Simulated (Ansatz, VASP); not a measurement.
# One calculation of PtSe2, two programs

```
Pt Se
1.0
    -3.72400    0.00000    0.00000
    -1.86200   -3.22508    0.00000
    -1.48960    0.00000   10.12400
Pt Se
2 4
Direct
  0.70000 0.00000 0.75000
  0.90000 0.00000 0.25000
  0.98333 0.33333 0.87500
  0.18333 0.33333 0.37500
  0.61667 0.66667 0.12500
  0.41667 0.66667 0.62500
```

Alike in both runs: task single point; functional PBE; dispersion D3(BJ); k mesh 14 × 14 × 5; occupations gaussian, width 0.15 eV; no spin polarisation.

|  | VASP | Ansatz |
| --- | --- | --- |
| version | VASP 6.6.1 | Ansatz 0.2.0 |
| potentials or method | VASP PAW PBE potentials, release 64 (Pt, Se), cutoff 520 eV | scalar-relativistic, plane waves, PAW |
| valence electrons in the cell | 44 | 100 |

Ansatz gave:

| Item | Value |
| --- | --- |
| gap on the k mesh at the Fermi level (eV) | none |
| pressure (GPa) | 5.2 |
| traceless stress, the component that is largest in VASP (GPa) | -2.03 |
| rms of the force components (eV/Å) | 0.261 |

**Question.** What did VASP give for the same quantities?

**Answer.** gap on the k mesh at the Fermi level (eV): none; pressure (GPa): 5.3; traceless stress, the component that is largest in VASP (GPa): -2.01; rms of the force components (eV/Å): 0.262.

Atom by atom the forces differ by 0.005 eV/Å (rms over components). A gap of «none» marks a metal or a gap that the smearing closes. VASP's potentials hold 44 valence electrons a cell and Ansatz's 100, so a difference there can come from the potentials and not from the codes.

Neither program's run includes spin-orbit coupling.
